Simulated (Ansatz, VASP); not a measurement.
VN in VASP and in Ansatz

File INCAR:

```
SYSTEM = VN
PREC = Accurate ; ENCUT = 600
EDIFF = 1E-6 ; ISMEAR = -1
SIGMA = 0.1 ; LREAL = .FALSE.
LASPH = .TRUE. ; NELM = 120
ALGO = Normal ; ISIF = 2
LWAVE = .FALSE. ; LCHARG = .FALSE.
GGA = PS ; NBANDS = 16
GGA_COMPAT = .FALSE.
```

Contents of KPOINTS:

```
regular mesh
0
G
  17 17 17
  0 0 0
```

POSCAR

```
VN
1.0
    0.0000000000      1.9522229057      1.9522229057
    1.9522229057      0.0000000000      1.9522229057
    1.9522229057      1.9522229057      0.0000000000
V N
1 1
Direct
    0.0000000000      0.0000000000      0.0000000000
    0.5000000000      0.5000000000      0.5000000000
```

Input for Ansatz:

```yaml
crystal:
  lattice:
    - [0.0, 1.9522229057, 1.9522229057]
    - [1.9522229057, 0.0, 1.9522229057]
    - [1.9522229057, 1.9522229057, 0.0]
  atoms:
    - { symbol: V, position: [0.0, 0.0, 0.0] }
    - { symbol: "N", position: [0.5, 0.5, 0.5] }
kpoints:
  mp_grid: { grid: [17, 17, 17] }
scf:
  occupations: { method: fermi_dirac, width: 0.1 }
hamiltonian:
  xc: pbesol
  pseudopotentials: { kind: all_electron, lapw: { basis_error: 0.001 } }
output:
  forces: true
  stress: true
  eigenvalues: true
  populations: true
```

Change from the starting cell: volume scaled by 0.88, LAPW.

Alike in both runs: task single point; functional PBEsol; k mesh 17 × 17 × 17; occupations fermi-dirac, width 0.1 eV; no spin polarisation.

```csv
,VASP,Ansatz
version,VASP 6.6.1,Ansatz 0.2.0
potentials or method,"VASP PAW PBE potentials, release 64 (V_sv, N), cutoff 600 eV","all-electron LAPW, scalar-relativistic"
```

Ansatz gave:

* pressure (GPa): 57.4

Q: Which values does VASP return?

A: Pressure (GPa): 58.6.

VASP's potentials were made for PBE, not for PBEsol. Both programs put the cell under a high pressure, so it lies far from rest at this level. Ansatz ran all-electron here, and VASP with PAW potentials.
